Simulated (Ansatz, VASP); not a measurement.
# K4SBr2: VASP beside Ansatz

```xyz
7
Lattice="-2.9642 2.9642 8.6422 2.9642 -2.9642 8.6422 2.9642 2.9642 -8.6422" Properties=species:S:1:pos:R:3 pbc="T T T"
K     0.0000    0.0000   14.3022
K     2.9642    0.0000    0.0000
K     0.0000    2.9642    0.0000
K     0.0000    0.0000    2.9821
S     0.0000    0.0000    0.0000
Br    0.0000    0.0000    6.1879
Br    0.0000    0.0000   11.0964
```

Alike in both runs: functional PBE; k mesh 6 × 6 × 6; occupations gaussian, width 0.02 eV; no spin polarisation.

Ansatz relaxed the structure, and its values are those at the end. VASP's run is a single point on that final structure, the one shown.

```csv
,VASP,Ansatz
version,VASP 6.6.1,Ansatz 0.2.0
potentials or method,"VASP PAW PBE potentials, release 64 (K_sv, S, Br), cutoff 520 eV","scalar-relativistic, plane waves, PAW"
valence electrons in the cell,56,56
```

|  | VASP | Ansatz | Ansatz less VASP |
| --- | --- | --- | --- |
| gap on the k mesh at the Fermi level (eV) | 1.49 | 1.49 | +0.002 |
| least direct gap on the mesh (eV) | 1.49 | 1.49 | +0.002 |
| pressure (GPa) | 0.0 | 0.0 | -0.02 |
